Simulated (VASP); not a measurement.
Input of a VASP 6.6.1 run:

File INCAR:

```
PREC     = Accurate       # precision mode
ENCUT    = 520            # plane-wave cutoff, eV
EDIFF    = 1E-6           # SCF threshold, eV
ISMEAR   = -1             # smearing method
SIGMA    = 0.05           # smearing width, eV
LREAL    = F              # projectors in reciprocal space
LASPH    = T              # aspherical terms in the spheres
NELM     = 80             # most SCF steps
ALGO     = Normal         # electronic algorithm
ISIF     = 2              # what is computed and relaxed
LWAVE    = F              # write WAVECAR
LCHARG   = F              # write CHGCAR
GGA      = PE             # functional
NBANDS   = 22             # bands
```

Contents of KPOINTS:

```
regular mesh
0
Gamma
  7 7 10
```

The input POSCAR:

```
Sr
1.0
    5.1740456079      0.0000000000      0.0000000000
   -2.5870228039      4.4808549368      0.0000000000
    0.0000000000      0.0000000000      3.0367939739
Sr
3
Direct
    0.0000000000      0.0000000000      0.0000000000
    0.3333333333      0.6666666667      0.5000000000
    0.6666666667      0.3333333333      0.5000000000
```

Potentials or basis: VASP PAW PBE potentials, release 64 (Sr_sv).

Command:

```console
$ cat potpaw_PBE.64/Sr_sv/POTCAR > POTCAR
$ mpirun -np 1 vasp_std > vasp.out
```

**Question.** Estimate the band gap on the k mesh.

**Answer.** Zero (band 15 reaches 7.00 eV, above the bottom of band 16 at 4.96 eV).

**Question.** Predict the pressure.

**Answer.** 33.5 GPa.
